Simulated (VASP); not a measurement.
# Be3CdO4: relaxation of cell and atoms with PBE

The system is Be3CdO4.

```xyz
8
Lattice="2.8136 1.6244 2.8634 -2.8136 1.6244 2.8634 0.0000 -3.2488 2.8634" Properties=species:S:1:pos:R:3 pbc="T T T"
Be    0.8263   -0.4771    2.8129
Be    0.0000    0.9541    2.8129
Be   -0.8263   -0.4771    2.8129
Cd    0.0000    0.0000    6.8102
O     0.0000    0.0000    1.4402
O     1.2997   -0.7504    6.5106
O     0.0000    1.5007    6.5106
O    -1.2997   -0.7504    6.5106
```

The cell was generated, and may not be a known phase.

* Program: VASP 6.6.1
* Task: relaxation of cell and atoms
* Functional: PBE
* Potentials or basis: VASP PAW PBE potentials, release 64 (Be, Cd_sv_GW, O)
* Cutoff: 700 eV
* k mesh: 3 × 3 × 3
* Occupations: gaussian, width 0.15 eV
* Spin: no spin polarisation
* Dipole correction: no
* Further INCAR settings: ALGO = Normal; EDIFF = 1e-07; IBRION = 2; EDIFFG = -0.08; NSW = 36; ISIF = 3

```
Relaxed volume                        : 11.41 Å³/atom
Relaxed cell                          : a = 4.663 Å, b = 4.663 Å, c = 4.663 Å, α = 73.82°, β = 73.82°, γ = 73.82°
Space group after relaxing (to 0.1 Å) : R3m (No. 160)
Pressure after relaxing               : -0.2 GPa
Largest force after relaxing          : 0.061 eV/Å
Band gap on the k mesh                : 1.55 eV (least direct gap 1.73 eV)
```

Forces in eV/Å, atoms in the order of the input:
```
Be  -0.032  0.019  0.030
Be   0.000 -0.037  0.030
Be   0.032  0.019  0.030
Cd   0.000  0.000 -0.015
O    0.000  0.000  0.052
O    0.038 -0.022 -0.042
O    0.000  0.044 -0.042
O   -0.038 -0.022 -0.042
```

Stress tensor (GPa, compression positive):
```
-0.26  0.00  0.00
 0.00 -0.26  0.00
 0.00  0.00 -0.10
```

Final structure:
```yaml
crystal:
  lattice:
    - [2.80078, 1.61703, 3.35972]
    - [-2.80078, 1.61703, 3.35972]
    - [0.00000, -3.23407, 3.35972]
  atoms:
    - { symbol: Be, position: [0.49458, 0.99705, 0.49458] }
    - { symbol: Be, position: [0.49458, 0.49458, 0.99705] }
    - { symbol: Be, position: [0.99705, 0.49458, 0.49458] }
    - { symbol: Cd, position: [0.88138, 0.88138, 0.88138] }
    - { symbol: O, position: [0.32361, 0.32361, 0.32361] }
    - { symbol: O, position: [0.82708, 0.37114, 0.82708] }
    - { symbol: O, position: [0.82708, 0.82708, 0.37114] }
    - { symbol: O, position: [0.37114, 0.82708, 0.82708] }
```

Levels at points of the mesh, in eV from the valence-band top:
| k point | band 23 | band 24 | band 25 | band 26 | band 27 | band 28 |
| --- | --- | --- | --- | --- | --- | --- |
| (0.00, 0.00, 0.00) | -1.57 | -0.18 | -0.18 | 1.55 | 6.01 | 6.01 |

It took 9.7 min on 1 thread of Intel(R) Xeon(R) Platinum 8375C CPU @ 2.90GHz (Ice Lake), on a shared host, peak memory 0.27 GiB.

Caveat: the k points lie up to 0.48 Å⁻¹ apart in the final cell; the volume moved by over 15 % at a fixed basis, so the end points are rough; the relaxation stopped at a loose force limit of 0.08 eV/Å, so its end isn't a converged minimum. A k mesh can miss the band edges.
